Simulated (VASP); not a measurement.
Cu: single point with PBE

The system is Cu.

```
Cu
1.0
     3.63000    0.00000    0.00000
     0.00000    3.63000    0.00000
     0.00000    0.00000    3.63000
Cu
4
Direct
  0.99600 0.00200 0.99800
  0.00000 0.49600 0.50200
  0.50400 0.00000 0.49600
  0.49800 0.50400 0.00000
```

```
Program             : VASP 6.6.1
Task                : single point
Functional          : PBE
Potentials or basis : VASP PAW PBE potentials, release 64 (Cu)
Cutoff              : 600 eV
k mesh              : 2 × 2 × 2
Occupations         : fermi-dirac, width 0.1 eV
Spin                : no spin polarisation
```

```yaml
Pressure: 0.2 GPa
Largest_force: 0.125 eV/Å
Band_gap_on_the_k_mesh: zero (bands 22 and 23 overlap by 2.46 eV)
```

Forces on the atoms (eV/Å):
```
Cu   0.095 -0.038  0.018
Cu   0.022  0.092 -0.055
Cu  -0.113 -0.001  0.055
Cu  -0.004 -0.053 -0.018
```

Levels at points of the mesh, in eV from the Fermi level:
```tsv
k point	band 18	band 19	band 20	band 21	band 22	band 23	band 24	band 25
(0.00, 0.00, 0.00)	-1.20	-1.20	-1.20	-1.20	2.02	2.02	2.02	7.46
(0.50, 0.00, 0.00)	-1.92	-1.63	-1.61	-1.20	-1.20	6.58	6.58	6.66
(0.00, 0.50, 0.00)	-1.91	-1.63	-1.62	-1.20	-1.20	6.61	6.61	6.63
(0.00, 0.00, 0.50)	-1.92	-1.62	-1.62	-1.20	-1.20	6.61	6.62	6.62
(0.50, 0.50, 0.00)	-1.89	-1.88	-1.85	0.00	0.03	0.03	0.07	9.98
(0.00, 0.50, 0.50)	-1.89	-1.88	-1.87	0.01	0.03	0.04	0.05	10.04
(0.50, 0.00, 0.50)	-1.90	-1.87	-1.86	0.01	0.02	0.04	0.05	10.03
(0.50, 0.50, 0.50)	-1.34	-1.34	-1.34	-0.45	-0.45	-0.45	-0.44	4.10
```

It took 34 s on 1 thread of Intel Xeon 8259CL, on a shared host, peak memory 0.16 GiB.

Caveat: the k points lie up to 0.87 Å⁻¹ apart, too coarse for converged energies and pressures of a metal.
